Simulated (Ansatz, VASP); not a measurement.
# Two plane-wave programs on W3C

```
W C
1.0
     2.85459    0.00000    0.00000
    -1.42730    2.47215    0.00000
     0.00000    0.00000   21.69711
W C
3 1
Direct
  0.66667 0.33333 0.18436
  0.33333 0.66667 0.29260
  0.00000 0.00000 0.40084
  0.22222 0.77778 0.59119
```

Alike in both runs: task single point; functional PBE; k mesh 9 × 9 × 1; occupations gaussian, width 0.1 eV; no spin polarisation.

```csv
,VASP,Ansatz
version,VASP 6.6.1,Ansatz 0.2.0
potentials or method,"VASP PAW PBE potentials, release 64 (W_sv, C), cutoff 520 eV","scalar-relativistic, plane waves, PAW"
valence electrons in the cell,46,46
```

Ansatz gave:

```
gap on the k mesh at the Fermi level (eV) : none
rms of the force components (eV/Å)        : 0.098
```

Task: Estimate VASP's values.

Result: gap on the k mesh at the Fermi level (eV): none; rms of the force components (eV/Å): 0.105.

Atom by atom the forces differ by 0.009 eV/Å (rms over components). A gap of «none» marks a metal or a gap that the smearing closes. Ansatz's warnings: vacuum density over bound.

Neither program's run includes spin-orbit coupling.
